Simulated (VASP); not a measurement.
A run of VASP 6.6.1:

Contents of INCAR:

```
ALGO = Fast ; EDIFF = 1E-7
ENCUT = 520 ; GGA = PS
ISIF = 2 ; ISMEAR = 0
ISPIN = 2 ; LASPH = T
LCHARG = F ; LMAXMIX = 4
LORBIT = 11 ; LREAL = F
LWAVE = F ; MAGMOM = 0.25
NBANDS = 16 ; NELM = 150
NUPDOWN = 0.25 ; PREC = Accurate
SIGMA = 0.15
```

KPOINTS

```
k-points
0
Gamma
  22 22 22
```

File POSCAR:

```
Ti
1.0
   -1.5723437212      1.5723437212      1.5723437212
    1.5723437212     -1.5723437212      1.5723437212
    1.5723437212      1.5723437212     -1.5723437212
Ti
1
Direct
    0.0000000000      0.0000000000      0.0000000000
```

Potentials or basis: VASP PAW PBE potentials, release 64 (Ti_sv).

Run with:

```sh
$ cat potpaw_PBE.64/Ti_sv/POTCAR > POTCAR
$ mpirun -np 1 vasp_std > vasp.out
```

Hardware: 1 thread of Intel Xeon 6975P-C, with other jobs on the host.

Question: How long does it take, and how much memory?

Answer: Run time: 2.5 min on 1 thread of Intel Xeon 6975P-C (shared host), peak memory 0.23 GiB. Counts: scf iterations 17, k points 328.
